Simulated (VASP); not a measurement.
The system is InSbO2.

```xyz
4
Lattice="3.4433 0.0000 0.0000 0.0000 3.5406 0.0000 0.0000 0.0000 6.1730" Properties=species:S:1:pos:R:3 pbc="T T T"
In    0.0000    0.0000    0.0000
Sb    1.7217    1.7703    3.0865
O     0.0000    1.7703    4.5710
O     0.0000    1.7703    1.6020
```

The cell was generated, and may not be a known phase.

```yaml
Program: VASP 6.6.1
Task: relaxation of cell and atoms
Functional: PBE
Potentials_or_basis: VASP PAW PBE potentials, release 64 (In_d, Sb, O)
Cutoff: 600 eV
k_mesh: 6 × 6 × 4
Occupations: gaussian, width 0.1 eV
Spin: no spin polarisation
```

At the start: pressure -3.5 GPa; volume 18.81 Å³/atom.

Question: Where does the relaxation end?

Answer: Over 8 steps the energy falls by 59.3 meV/atom and the volume is 17.70 Å³/atom (-5.9 %); space group Pmmm (No. 47, to 0.1 Å) before and after.

Step by step:
```
step  energy change (eV)  largest force (eV/Å)  pressure (GPa)  volume (Å³)
   1              0.0000                0.6541           -3.53        75.26
   2             -0.1691                0.6154            0.04        70.79
   3             -0.1942                0.4431            2.23        68.87
   4             -0.2333                0.0295            0.63        70.14
   5             -0.2333                0.0394            0.66        70.11
   6             -0.2360                0.0628           -0.23        70.86
   7             -0.2360                0.0631           -0.25        70.88
   8             -0.2374                0.0386           -0.07        70.82
```

Final structure:
```
In Sb O
1.0
     3.48594    0.00000    0.00000
     0.00000    3.29433    0.00000
     0.00000    0.00000    6.16689
In Sb O
1 1 2
Direct
  0.00000 0.00000 0.00000
  0.50000 0.50000 0.50000
  0.00000 0.50000 0.75394
  0.00000 0.50000 0.24606
```
